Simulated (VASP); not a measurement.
Write the native input for VASP 6.6.1 that does the following.

| Property | Result |
| --- | --- |
| Task | relaxation of cell and atoms |
| Functional | LDA |
| Potentials or basis | VASP PAW LDA potentials, release 64 (Ge_d) |
| Cutoff | 600 eV |
| k mesh | 18 × 18 × 18 |
| Occupations | fermi-dirac, width 0.1 eV |
| Spin | no spin polarisation |
| Target pressure | 13.3 GPa |
| Dipole correction | no |
| Further INCAR settings | ALGO = Normal; EDIFF = 1e-07; IBRION = 2; EDIFFG = -0.002; NSW = 80; ISIF = 3 |

The structure of Ge lies in POSCAR:

```
Ge
1.0
   -2.4099241417      2.4099241417      1.3655435469
    2.4099241417     -2.4099241417      1.3655435469
    2.4099241417      2.4099241417     -1.3655435469
Ge
2
Direct
    0.2500000000      0.7500000000      0.5000000000
    0.5000000000      0.5000000000      0.0000000000
```

One way to write it, as run:

INCAR

```
SYSTEM = Ge
PREC = Accurate ; ENCUT = 600
EDIFF = 1E-7 ; ISMEAR = -1
SIGMA = 0.1 ; LREAL = .FALSE.
LASPH = .TRUE. ; NELM = 100
ALGO = Normal ; ISIF = 3
LWAVE = .FALSE. ; LCHARG = .FALSE.
GGA = CA ; IBRION = 2
NSW = 80 ; EDIFFG = -0.002
PSTRESS = 133.0
```

KPOINTS

```
regular mesh
0
G
  18 18 18
  0 0 0
```

Potentials or basis: VASP PAW LDA potentials, release 64 (Ge_d).

Launch:

```console
$ cat potpaw_LDA.64/Ge_d/POTCAR > POTCAR
$ mpirun -np 1 vasp_std > vasp.out
```

It gave:

The relaxed volume is 15.91 Å³/atom. The relaxed cell is a = 3.700 Å, b = 3.700 Å, c = 3.700 Å, α = 97.49°, β = 97.49°, γ = 137.67°, the space group after relaxing (to 0.1 Å) is I4_1/amd (No. 141) and the energy change on relaxing (the run minimises the enthalpy) is -9.9 meV/atom. The ionic steps are 7 and the pressure after relaxing is 13.3 GPa. The band gap on the k mesh is zero (bands 14 and 15 overlap by 6.39 eV).

Caveat: the cell is relaxed towards a set pressure, so the run minimises the enthalpy, not the energy.

Run time: 25 min on 1 thread of Intel(R) Xeon(R) Platinum 8488C (Sapphire Rapids), on a shared host, peak memory 0.38 GiB.
